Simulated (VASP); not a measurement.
Here is a VASP 6.6.1 calculation.

INCAR

```
  PREC = Accurate
  ENCUT = 520
  EDIFF = 1E-7
  ISMEAR = 0
  SIGMA = 0.15
  LREAL = False
  LASPH = True
  NELM = 80
  ALGO = Normal
  ISIF = 2
  LWAVE = False
  LCHARG = False
  GGA = PS
  NBANDS = 16
```

Contents of KPOINTS:

```
regular mesh
0
Gamma
  14 14 14
```

File POSCAR:

```
InSb
1.0
    0.0000000000      2.9742906893      3.3579741882
    2.9742906893      0.0000000000      3.3579741882
    2.9742906893      2.9742906893      0.0000000000
In Sb
1 1
Direct
    0.0000000000      0.0000000000      0.0000000000
    0.5000000000      0.5000000000      0.5000000000
```

Potentials or basis: VASP PAW PBE potentials, release 64 (In_d, Sb).

Command:

```sh
$ cat potpaw_PBE.64/In_d/POTCAR potpaw_PBE.64/Sb/POTCAR > POTCAR
$ mpirun -np 1 vasp_std > vasp.out
```

(1) What does it give for the band gap on the k mesh?

(2) What does it give for the pressure?

Answers

(1) zero (bands 9 and 10 overlap by 2.50 eV).

(2) -2.3 GPa.

Caveat: the stress differs along the axes, from -6 to -0 GPa; the PAW data sets were made with another functional, which shifts forces and pressure a little; spin-orbit coupling is left out, which moves the levels of the heavy elements.
